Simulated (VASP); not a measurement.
Wanted: the native input for a VASP 6.6.1 run.

```yaml
Task: single point
Functional: PBE
Potentials_or_basis: VASP PAW PBE potentials, release 64 (Ag)
Cutoff: 520 eV
k_mesh: 23 × 23 × 23
Occupations: fermi-dirac, width 0.0612256 eV
Spin: no spin polarisation
Dipole_correction: no
Further_INCAR_settings: ALGO = Normal; EDIFF = 1e-07; NBANDS = 12
```

The structure of Ag lies in POSCAR:

```
Ag
1.0
   -1.6618999391      1.6618999391      1.6618999391
    1.6618999391     -1.6618999391      1.6618999391
    1.6618999391      1.6618999391     -1.6618999391
Ag
1
Direct
    0.0000000000      0.0000000000      0.0000000000
```

This isn't the form of Ag at room conditions, which is fcc.

The input as run:

INCAR

```
ALGO = Normal
EDIFF = 1E-7
ENCUT = 520
GGA = PE
ISIF = 2
ISMEAR = -1
LASPH = T
LCHARG = T
LELF = T
LREAL = F
LVHAR = T
LWAVE = F
NBANDS = 12
NELM = 100
PREC = Accurate
SIGMA = 0.06122561905347299
```

KPOINTS

```
k-points
0
Gamma
  23 23 23
```

Potentials or basis: VASP PAW PBE potentials, release 64 (Ag).

Launch:

```sh
$ cat potpaw_PBE.64/Ag/POTCAR > POTCAR
$ mpirun -np 1 vasp_std > vasp.out
```

Results of the run:

The pressure is -1.9 GPa. The band gap on the k mesh is zero (an odd number of electrons rules out a gap without spin polarisation).

Run time: 63 s on 1 thread of Intel Xeon 8259CL, on a shared host, peak memory 0.2 GiB.
